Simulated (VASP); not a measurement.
# Gd (P6_3/mmc) in VASP: single point with PBEsol

Aim: the single point of Gd with PBEsol.

Everything below comes from runs of VASP 6.6.1. Logs are shortened: lines on timing, memory, paths and dates and some standing lists are left out, and cuts for length are marked.

## (1) The cell of the first run

Symmetry: P6_3/mmc, No. 194, hexagonal system. Conventional cell: a = 3.567 Å, b = 3.567 Å, c = 5.702 Å, α = 90.00°, β = 90.00°, γ = 120.00°. Gd (site symmetry -6m2) has 12 Gd at 3.52 to 3.57 Å within 4.6 Å.

## (2) Single point, PBEsol, collinear spin, ferromagnetic start

File INCAR:

```
ALGO = Normal
EDIFF = 1E-6
ENCUT = 520
GGA = PS
ISIF = 2
ISMEAR = -1
ISPIN = 2
LASPH = True
LCHARG = False
LMAXMIX = 6
LORBIT = 11
LREAL = False
LWAVE = False
MAGMOM = 7 7
NBANDS = 29
NELM = 150
PREC = Accurate
SIGMA = 0.1
```

File KPOINTS:

```
k-points
0
Gamma
  13 13 7
```

File POSCAR:

```
Gd
1.0
    3.5670172658      0.0000000000      0.0000000000
   -1.7835086329      3.0891275679      0.0000000000
    0.0000000000      0.0000000000      5.7017516038
Gd
2
Direct
    0.3333333333      0.6666666667      0.2500000000
    0.6666666667      0.3333333333      0.7500000000
```

Potentials or basis: VASP PAW PBE potentials, release 64 (Gd).

Launch:

```bash
$ cat potpaw_PBE.64/Gd/POTCAR > POTCAR
$ mpirun -np 1 vasp_std > vasp.out
```

OUTCAR:

```text
EDIFF = 1E-6
   ENCUT = 520
   GGA = PS
   ISIF = 2
   ISMEAR = -1
   ISPIN = 2
   LASPH = True
   LORBIT = 11
   LREAL = False
   NELM = 150
   PREC = Accurate

 ion  position               nearest neighbor table
   1  0.333  0.667  0.250-   2 3.52   2 3.52   2 3.52   2 3.52   2 3.52   2 3.52
   2  0.667  0.333  0.750-   1 3.52   1 3.52   1 3.52   1 3.52   1 3.52   1 3.52

  LATTYP: Found a hexagonal cell.
 ALAT       =     3.5670172658
 C/A-ratio  =     1.5984648178

  Lattice vectors:

 A1 = (   3.5670172658,   0.0000000000,   0.0000000000)
 A2 = (  -1.7835086329,   3.0891275679,   0.0000000000)
 A3 = (   0.0000000000,   0.0000000000,   5.7017516038)

Analysis of symmetry for initial positions (statically):
=====================================================================
 Subroutine PRICEL returns:
 Original cell was already a primitive cell.

 Routine SETGRP: Setting up the symmetry group for a
 hexagonal supercell.

 Subroutine GETGRP returns: Found 24 space group operations
 (whereof 12 operations were pure point group operations)
 out of a pool of 24 trial point group operations.

The static configuration has the point symmetry D_3d.
 The point group associated with its full space group is D_6h.

Analysis of symmetry for dynamics (positions and initial velocities):
=====================================================================
 Subroutine PRICEL returns:
 Original cell was already a primitive cell.

 Routine SETGRP: Setting up the symmetry group for a
 hexagonal supercell.

 Subroutine GETGRP returns: Found 24 space group operations
 (whereof 12 operations were pure point group operations)
 out of a pool of 24 trial point group operations.

The dynamic configuration has the point symmetry D_3d.
 The point group associated with its full space group is D_6h.

Analysis of structural, dynamic, and magnetic symmetry:
=====================================================================
 Subroutine PRICEL returns:
 Original cell was already a primitive cell.

 Routine SETGRP: Setting up the symmetry group for a
 hexagonal supercell.

 Subroutine GETGRP returns: Found 24 space group operations
 (whereof 12 operations were pure point group operations)
 out of a pool of 24 trial point group operations.

The overall configuration has the point symmetry D_3d.
 The point group associated with its full space group is D_6h.

[... 119 lines left out ...]
  volume/ion in A,a.u.               =      31.41       211.99
  Fermi-wavevector in a.u.,A,eV,Ry     =   1.359750  2.569556 25.156102  1.848921
  Thomas-Fermi vector in A             =   2.486472
   LORBIT       =     11    0 simple, 1 ext, 2 COOP (PROOUT), +10 PAW based schemes
   GGA     = PS    functional components
   LHFCALC =     F    Hartree Fock is set to
   AEXX    =    0.0000 exact exchange contribution
   IVDW    =     0    specifies the selected vdW correction
   LEPSILON=     F    determine dielectric tensor
   LRPA    =     F    only Hartree local field effects (RPA)
 spin polarized calculation
  energy-cutoff  :      520.00
  volume of cell :       62.83
 maximum number of plane-waves:      1725
 NGX is ok and might be reduce to    28
   NGX = 13   NGY = 13   NGZ = 21

 number of electron      36.0000000 magnetization      15.0729002

 Free energy of the ion-electron system (eV)
  ---------------------------------------------------
  ext. energy  EPLUGINS =         0.00000000
  ---------------------------------------------------
  free energy    TOTEN  =       -24.12192972 eV

  energy without entropy =      -23.99449193  energy(sigma->0) =      -24.05821082

 E-fermi :   3.0615     XC(G=0): -10.3440

 val. band max:        3.0561634763   @ k =   0.3846   0.0000   0.2857
 cond. band min:       3.0617921901   @ k =   0.3846   0.0000   0.0000
 fundamental gap:      0.0056287138
 Fermi energy:         3.0614764955

 spin component 1

 k-point     1 :       0.0000    0.0000    0.0000
  band No.  band energies     occupation
      1     -42.0345      1.00000
      2     -41.9484      1.00000
      3     -19.8747      1.00000
      4     -19.1489      1.00000
      5     -19.1489      1.00000
      6     -19.0265      1.00000
[... 757 lines left out ...]
     28       4.8120      0.00000
     29       4.8365      0.00000

 [... further k-points ...]

 spin component 2

 k-point     1 :       0.0000    0.0000    0.0000
  band No.  band energies     occupation
      1     -38.8460      1.00000
      2     -38.7382      1.00000
      3     -17.6529      1.00000
      4     -16.7683      1.00000
      5     -16.7683      1.00000
      6     -16.6242      1.00000
[... 757 lines left out ...]
     28       5.9762      0.00000
     29       6.0074      0.00000

 [... further k-points ...]

------------------------ aborting loop because EDIFF is reached ----------------------------------------

  FORCE on cell =-STRESS in cart. coord.  units (eV):
  Direction    XX          YY          ZZ          XY          YZ          ZX
  --------------------------------------------------------------------------------------
  -------------------------------------------------------------------------------------
  Total       -0.0258343     -0.0258343     -0.0475229      0.0000000     -0.0000000      0.0000000
  in kB       -0.6588063     -0.6588063     -1.2118930      0.0000000     -0.0000000      0.0000000
  external PRESSURE =      -0.8431686 kB  Pullay stress =       0.0000000 kB

 VOLUME and BASIS-vectors are now :
 -----------------------------------------------------------------------------
  energy-cutoff  :      520.00
  volume of cell :       62.83
      direct lattice vectors                 reciprocal lattice vectors
     3.567017266  0.000000000  0.000000000     0.280346274  0.161857997  0.000000000
    -1.783508633  3.089127568  0.000000000     0.000000000  0.323715994  0.000000000
     0.000000000  0.000000000  5.701751604     0.000000000  0.000000000  0.175384701

 POSITION                                       TOTAL-FORCE (eV/Angst)
 -----------------------------------------------------------------------------------
     -0.00000      2.05942      1.42544         0.000000      0.000000      0.000000
      1.78351      1.02971      4.27631        -0.000000      0.000000      0.000000
 -----------------------------------------------------------------------------------
    total drift:                               -0.000000      0.000000     -0.000000

  FREE ENERGIE OF THE ION-ELECTRON SYSTEM (eV)
  ---------------------------------------------------
  free  energy   TOTEN  =       -24.1219297172 eV

  energy  without entropy=      -23.9944919261  energy(sigma->0) =      -24.05821082

 total charge

# of ion       s       p       d       f       tot
--------------------------------------------------
    1        2.075   5.545   0.595   6.991  15.207
    2        2.075   5.545   0.595   6.991  15.207
--------------------------------------------------
tot          4.151  11.090   1.191  13.983  30.414

 magnetization (x)

# of ion       s       p       d       f       tot
--------------------------------------------------
    1        0.005  -0.044   0.203   6.799   6.963
    2        0.005  -0.044   0.203   6.799   6.963
--------------------------------------------------
tot          0.010  -0.088   0.406  13.599  13.927
```

Wall time 28 min (1 thread of Intel Xeon 8259CL, shared host); peak memory 0.38 GiB.

Results:

```yaml
Free_energy: -24.1219 eV
Pressure: -0.1 GPa
Net_moment: 15.07 μB per cell
Site_moments: Gd +6.96 μB
Valence_electrons_inside_the_program's_atomic_spheres: Gd 15.21
```

Caveat: the PAW data sets were made with another functional, which shifts forces and pressure a little; spin-orbit coupling is left out, which moves the levels of the heavy elements; semilocal functionals describe open f shells poorly, which spoils levels, moments and volumes. The state reached can hang on the start; a lower one may exist.
